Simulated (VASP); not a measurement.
# MgO (Fm-3m) in VASP: single point with PBE+D3(BJ)

Aim: the single point of MgO with PBE+D3(BJ).

All numbers are computed with VASP 6.6.1; they aren't measurements. Logs are shortened: lines on timing, memory, paths and dates and some standing lists are left out, and cuts for length are marked.

**Experimental background.**

“Electronic structure of alkaline earth and post-transition metal oxides”, 2009, arxiv:0908.1581 quotes, for a bulk crystal of MgO: band gap 7.83 eV.

The results are compared with them further down.

## 1. The cell of the first run

The structure is cubic, space group Fm-3m (No. 225). Conventional cell: a = 4.208 Å, b = 4.208 Å, c = 4.208 Å, α = 90.00°, β = 90.00°, γ = 90.00°. Within 2.8 Å of Mg (site symmetry m-3m) lie 6 O at 2.10 Å. O (site symmetry m-3m) has 6 Mg at 2.10 Å within 2.8 Å.

## 2. Single point, PBE+D3(BJ)

Input file INCAR:

```
SYSTEM = MgO
  ALGO = Normal
  EDIFF = 1E-6
  ENCUT = 840
  GGA = PE
  GGA_COMPAT = .FALSE.
  ISIF = 2
  ISMEAR = 0
  IVDW = 12
  LASPH = .TRUE.
  LCHARG = .TRUE.
  LELF = .TRUE.
  LREAL = .FALSE.
  LVHAR = .TRUE.
  LWAVE = .FALSE.
  NBANDS = 15
  NELM = 120
  PREC = Accurate
  SIGMA = 0.02
```

Input file KPOINTS:

```
k-points
0
G
  10 10 10
  0 0 0
```

Input file POSCAR:

```
MgO
1.0
    0.0000000000      2.1038749271      2.1038749271
    2.1038749271      0.0000000000      2.1038749271
    2.1038749271      2.1038749271      0.0000000000
Mg O
1 1
Direct
    0.0000000000      0.0000000000      0.0000000000
    0.5000000000      0.5000000000      0.5000000000
```

Potentials or basis: VASP PAW PBE potentials, release 64 (Mg_sv, O).

Started as:

```
$ cat potpaw_PBE.64/Mg_sv/POTCAR potpaw_PBE.64/O/POTCAR > POTCAR
$ mpirun -np 1 vasp_std > vasp.out
```

OUTCAR:

```text
SYSTEM = MgO
   EDIFF = 1E-6
   ENCUT = 840
   GGA = PE
   ISIF = 2
   ISMEAR = 0
   IVDW = 12
   LASPH = .TRUE.
   LREAL = .FALSE.
   NELM = 120
   PREC = Accurate
 IVDW          = 12

 ion  position               nearest neighbor table
   1  0.000  0.000  0.000-   2 2.10   2 2.10   2 2.10   2 2.10   2 2.10   2 2.10
   2  0.500  0.500  0.500-   1 2.10   1 2.10   1 2.10   1 2.10   1 2.10   1 2.10

  LATTYP: Found a face centered cubic cell.
 ALAT       =     4.2077498542

  Lattice vectors:

 A1 = (   0.0000000000,   2.1038749271,   2.1038749271)
 A2 = (   2.1038749271,   0.0000000000,   2.1038749271)
 A3 = (   2.1038749271,   2.1038749271,   0.0000000000)

Analysis of symmetry for initial positions (statically):
=====================================================================
 Subroutine PRICEL returns:
 Original cell was already a primitive cell.

 Routine SETGRP: Setting up the symmetry group for a
 face centered cubic supercell.

 Subroutine GETGRP returns: Found 48 space group operations
 (whereof 48 operations were pure point group operations)
 out of a pool of 48 trial point group operations.

The static configuration has the point symmetry O_h .

Analysis of symmetry for dynamics (positions and initial velocities):
=====================================================================
 Subroutine PRICEL returns:
 Original cell was already a primitive cell.

 Routine SETGRP: Setting up the symmetry group for a
 face centered cubic supercell.

 Subroutine GETGRP returns: Found 48 space group operations
 (whereof 48 operations were pure point group operations)
 out of a pool of 48 trial point group operations.

The dynamic configuration has the point symmetry O_h .

 Subroutine INISYM returns: Found 48 space group operations
 (whereof 48 operations are pure point group operations),
 and found     1 'primitive' translations

----------------------------------------------------------------------------------------

                                     Primitive cell

  volume of cell :      18.6247

  direct lattice vectors                    reciprocal lattice vectors
     0.000000000  2.103874927  2.103874927    -0.237656713  0.237656713  0.237656713
     2.103874927  0.000000000  2.103874927     0.237656713 -0.237656713  0.237656713
     2.103874927  2.103874927  0.000000000     0.237656713  0.237656713 -0.237656713

  length of vectors
     2.975328455  2.975328455  2.975328455     0.411633502  0.411633502  0.411633502

  position of ions in fractional coordinates (direct lattice)
     0.000000000  0.000000000  0.000000000
     0.500000000  0.500000000  0.500000000

  ion indices of the primitive-cell ions
   primitive index   ion index
                 1           1
                 2           2

----------------------------------------------------------------------------------------

 KPOINTS: k-points

Automatic generation of k-mesh.
 Grid dimensions read from file:
 generate k-points for:   10   10   10

 Generating k-lattice:

  Cartesian coordinates                     Fractional coordinates (reciprocal lattice)
    -0.023765671  0.023765671  0.023765671     0.100000000  0.000000000  0.000000000
     0.023765671 -0.023765671  0.023765671     0.000000000  0.100000000  0.000000000
     0.023765671  0.023765671 -0.023765671     0.000000000  0.000000000  0.100000000

  Length of vectors
     0.041163350  0.041163350  0.041163350

  Shift w.r.t. Gamma in fractional coordinates (k-lattice)
     0.000000000  0.000000000  0.000000000

 Subroutine IBZKPT returns following result:
 ===========================================

 Found     47 irreducible k-points:

 Following reciprocal coordinates:
            Coordinates               Weight
  0.000000  0.000000  0.000000      1.000000
  0.100000  0.000000  0.000000      8.000000
  0.200000  0.000000  0.000000      8.000000
  0.300000  0.000000  0.000000      8.000000
  0.400000  0.000000  0.000000      8.000000
  0.500000  0.000000  0.000000      4.000000
[... 16 lines left out ...]
  0.300000  0.300000  0.000000      6.000000
  0.400000  0.300000  0.000000     24.000000
 [... further k-points ...]
   k-points           NKPTS =     47   k-points in BZ     NKDIM =     47   number of bands    NBANDS=     15
   number of dos      NEDOS =    301   number of ions     NIONS =      2
   total plane-waves  NPLWV =  21952
   dimension x,y,z NGX =    28 NGY =   28 NGZ =   28
   dimension x,y,z NGXF=    56 NGYF=   56 NGZF=   56
   ions per type =               1   1
   NGX,Y,Z   is equivalent  to a cutoff of  15.64, 15.64, 15.64 a.u.
   NGXF,Y,Z  is equivalent  to a cutoff of  31.29, 31.29, 31.29 a.u.
 SYSTEM =  MgO
   PREC   = accura    normal or accurate (medium, high low for compatibility)
   ISTART =      0    job   : 0-new  1-cont  2-samecut
   ICHARG =      2    charge: 1-file 2-atom 10-const
   ISPIN  =      1    spin polarized calculation?
   LNONCOLLINEAR =      F non collinear calculations
   LSORBIT =      F    spin-orbit coupling
   LASPH  =      T    aspherical Exc in radial PAW
   ENCUT  =  840.0 eV  61.74 Ry    7.86 a.u.   7.03  7.03  7.03*2*pi/ulx,y,z
   NELM   =    120;   NELMIN=  2; NELMDL= -5     # of ELM steps
   EDIFF  = 0.1E-05   stopping-criterion for ELM
   LREAL  =      F    real-space projection
   EDIFFG = 0.1E-04   stopping-criterion for IOM
   NSW    =      0    number of steps for IOM
   IBRION =     -1    ionic relax: 0-MD 1-quasi-New 2-CG
   NFREE  =      0    steps in history (QN), initial steepest desc. (CG)
   ISIF   =      2    stress and relaxation
   ISYM   =      2    0-nonsym 1-usesym 2-fastsym
   POTIM  = 0.5000    time-step for ionic-motion
   TEBEG  =    0.0;   TEEND  =   0.0 temperature during run
   PSTRESS=    0.0 pullay stress
   NELECT =      16.0000    total number of electrons
   NUPDOWN=      -1.0000    fix difference up-down
   EMIN   =  10.00;   EMAX   =-10.00  energy-range for DOS
   EFERMI =   0.00;   METHOD = LEGACY
   ISMEAR =     0;   SIGMA  =   0.02  broadening in eV -4-tet -1-fermi 0-gaus
   EFERMI_NEDOS =   21; number of points for ismear=-14 and -15
   IALGO  =     38    algorithm
   IMIX   =      4    mixing-type and parameters
     AMIX     =   0.40;   BMIX     =  1.00
     AMIX_MAG =   1.60;   BMIX_MAG =  1.00
  volume/ion in A,a.u.               =       9.31        62.84
  Fermi-wavevector in a.u.,A,eV,Ry     =   1.556270  2.940924 32.952983  2.421976
  Thomas-Fermi vector in A             =   2.660090
   LORBIT       =      0    0 simple, 1 ext, 2 COOP (PROOUT), +10 PAW based schemes
   GGA     = PE    functional components
   LHFCALC =     F    Hartree Fock is set to
   AEXX    =    0.0000 exact exchange contribution
   IVDW    =    12    specifies the selected vdW correction
   LEPSILON=     F    determine dielectric tensor
   LRPA    =     F    only Hartree local field effects (RPA)
 non-spin polarized calculation
 Gauss-broadening in eV      SIGMA  =   0.02
  energy-cutoff  :      840.00
  volume of cell :       18.62
 maximum number of plane-waves:      1056
   NGX = 13   NGY = 13   NGZ = 13

 number of electron      15.9999994 magnetization

 Free energy of the ion-electron system (eV)
  ---------------------------------------------------
  ext. energy  EPLUGINS =         0.00000000
  ---------------------------------------------------
  free energy    TOTEN  =       -11.87275877 eV

  energy without entropy =      -11.87275877  energy(sigma->0) =      -11.87275877

 E-fermi :   3.1940     XC(G=0): -11.4066

 val. band max:        2.9376330877   @ k =   0.0000   0.0000   0.0000
 cond. band min:       7.7073000752   @ k =   0.0000   0.0000   0.0000
 fundamental gap:      4.7696669874
 Fermi energy:         3.1939905157

 k-point     1 :       0.0000    0.0000    0.0000
  band No.  band energies     occupation
      1     -69.3193      2.00000
      2     -36.0440      2.00000
      3     -36.0440      2.00000
      4     -36.0440      2.00000
      5     -14.3263      2.00000
      6       2.9376      2.00000
      7       2.9376      2.00000
      8       2.9376      2.00000
      9       7.7073      0.00000
     10      18.7610      0.00000
     11      18.7610      0.00000
     12      18.7610      0.00000
     13      22.6822      0.00000
     14      24.4666      0.00000
     15      24.4666      0.00000

 k-point     2 :       0.1000    0.0000    0.0000
  band No.  band energies     occupation
      1     -69.3189      2.00000
      2     -36.0527      2.00000
      3     -36.0451      2.00000
      4     -36.0451      2.00000
      5     -14.2173      2.00000
      6       2.2868      2.00000
      7       2.8695      2.00000
      8       2.8695      2.00000
      9       8.3345      0.00000
     10      17.5106      0.00000
     11      19.0025      0.00000
     12      19.0025      0.00000
     13      23.7530      0.00000
     14      23.7530      0.00000
     15      24.3491      0.00000

 k-point     3 :       0.2000    0.0000    0.0000
  band No.  band energies     occupation
      1     -69.3167      2.00000
      2     -36.0749      2.00000
      3     -36.0473      2.00000
      4     -36.0473      2.00000
      5     -13.9174      2.00000
      6       0.9652      2.00000
      7       2.6970      2.00000
      8       2.6970      2.00000
      9       9.5297      0.00000
     10      15.9994      0.00000
     11      19.4932      0.00000
     12      19.4932      0.00000
     13      23.0643      0.00000
     14      23.0643      0.00000
     15      25.2991      0.00000
[... 343 lines left out ...]
 k-point    23 :       0.3000    0.3000    0.0000
  band No.  band energies     occupation
      1     -69.3123      2.00000
      2     -36.0953      2.00000
      3     -36.0634      2.00000
      4     -36.0634      2.00000
      5     -13.3240      2.00000
      6      -0.2115      2.00000
      7       2.0028      2.00000
      8       2.0028      2.00000
      9      11.8362      0.00000
     10      13.3829      0.00000
     11      17.4278      0.00000
     12      20.9267      0.00000
     13      20.9267      0.00000
     14      27.1245      0.00000
     15      30.4057      0.00000

 k-point    24 :       0.4000    0.3000    0.0000
  band No.  band energies     occupation
      1     -69.3106      2.00000
      2     -36.1061      2.00000
      3     -36.0690      2.00000
      4     -36.0665      2.00000
      5     -13.0786      2.00000
      6      -0.6315      2.00000
      7       1.6372      2.00000
      8       1.8556      2.00000
      9      12.5549      0.00000
     10      13.1355      0.00000
     11      16.5946      0.00000
     12      21.1748      0.00000
     13      21.3806      0.00000
     14      27.8693      0.00000
     15      29.9976      0.00000

 [... further k-points ...]

------------------------ aborting loop because EDIFF is reached ----------------------------------------

 Edisp (eV)   -0.58807

 E8    (eV) :    -0.2303

  FORCE on cell =-STRESS in cart. coord.  units (eV):
  Direction    XX          YY          ZZ          XY          YZ          ZX
  --------------------------------------------------------------------------------------
  -------------------------------------------------------------------------------------
  Total       0.01093     0.01093     0.01093     0.00000     0.00000     0.00000
  in kB       0.94012     0.94012     0.94012     0.00000     0.00000     0.00000
  external pressure =        0.94 kB  Pullay stress =        0.00 kB

 VOLUME and BASIS-vectors are now :
 -----------------------------------------------------------------------------
  energy-cutoff  :      840.00
  volume of cell :       18.62
      direct lattice vectors                 reciprocal lattice vectors
     0.000000000  2.103874927  2.103874927    -0.237656713  0.237656713  0.237656713
     2.103874927  0.000000000  2.103874927     0.237656713 -0.237656713  0.237656713
     2.103874927  2.103874927  0.000000000     0.237656713  0.237656713 -0.237656713

 POSITION                                       TOTAL-FORCE (eV/Angst)
 -----------------------------------------------------------------------------------
      0.00000      0.00000      0.00000         0.000000      0.000000     -0.000000
      2.10387      2.10387      2.10387        -0.000000     -0.000000      0.000000
 -----------------------------------------------------------------------------------
    total drift:                                0.000000      0.000000      0.000000

  FREE ENERGIE OF THE ION-ELECTRON SYSTEM (eV)
  ---------------------------------------------------
  free  energy   TOTEN  =       -12.4608319488 eV

  energy  without entropy=      -12.4608319488  energy(sigma->0) =      -12.46083195
```

Wall time 19 s (1 thread of Intel Xeon Platinum 8259CL at 2.50GHz (Skylake/Cascade Lake), shared host); peak memory 0.18 GiB.

Results:

| Property | Result |
| --- | --- |
| Free energy | -12.4608 eV |
| Pressure | 0.1 GPa |
| Band gap on the k mesh | 4.77 eV |
| Dispersion energy per atom | -0.294 eV |

## 3. How close it comes

Step 2. Against the measured gap of MgO, 7.83 eV (quoted in “Electronic structure of alkaline earth and post-transition metal oxides”, 2009, arxiv:0908.1581), the calculated 4.77 eV is off by -3.06 eV. The value is that of PBE+D3(BJ), without temperature or zero-point motion. Semilocal functionals fall short of measured gaps as a rule.
